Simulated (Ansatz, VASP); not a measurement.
## Pd in VASP and in Ansatz

File INCAR:

```
SYSTEM = Pd
PREC = Accurate ; ENCUT = 520
EDIFF = 1E-8 ; ISMEAR = -1
SIGMA = 0.05 ; LREAL = .FALSE.
LASPH = .TRUE. ; NELM = 80
ALGO = Normal ; ISIF = 2
LWAVE = .FALSE. ; LCHARG = .FALSE.
GGA = PS ; LEFG = .TRUE.
NBANDS = 11
```

File KPOINTS:

```
regular mesh
0
G
  18 18 18
  0 0 0
```

The input POSCAR:

```
Pd
1.0
    0.0000000000      1.9577805078      1.9577805078
    1.9577805078      0.0000000000      1.9577805078
    1.9577805078      1.9577805078      0.0000000000
Pd
1
Direct
    0.0000000000      0.0000000000      0.0000000000
```

Input for Ansatz:

```yaml
crystal:
  lattice:
    - [0.0, 1.9577805078, 1.9577805078]
    - [1.9577805078, 0.0, 1.9577805078]
    - [1.9577805078, 1.9577805078, 0.0]
  atoms:
    - { symbol: Pd, position: [0.0, 0.0, 0.0] }
kpoints:
  mp_grid: { grid: [18, 18, 18] }
scf:
  occupations: { method: fermi_dirac, width: 0.05 }
hamiltonian:
  xc: pbesol
  pseudopotentials: { kind: paw }
output:
  forces: true
  stress: true
  eigenvalues: true
  efg: { contact_densities: true }
```

Change from the starting cell: volume scaled by 1.02, PAW files.

Alike in both runs: task electric field gradients; functional PBEsol; k mesh 18 × 18 × 18; occupations fermi-dirac, width 0.05 eV; no spin polarisation.

```csv
,VASP,Ansatz
version,VASP 6.6.1,Ansatz 0.2.0
potentials or method,"VASP PAW PBE potentials, release 64 (Pd)","PAW with Ansatz's default frozen-core files, scalar-relativistic"
plane-wave cutoff (eV),520,420
valence electrons in the cell,10,18
```

Ansatz gave:

- pressure (GPa): -5.8

Problem. What did VASP give for the same quantities?

Solution. Pressure (GPa): -6.1.

VASP's potentials were made for PBE, not for PBEsol. VASP's potentials hold 10 valence electrons a cell and Ansatz's 18, so a difference there can come from the potentials and not from the codes.
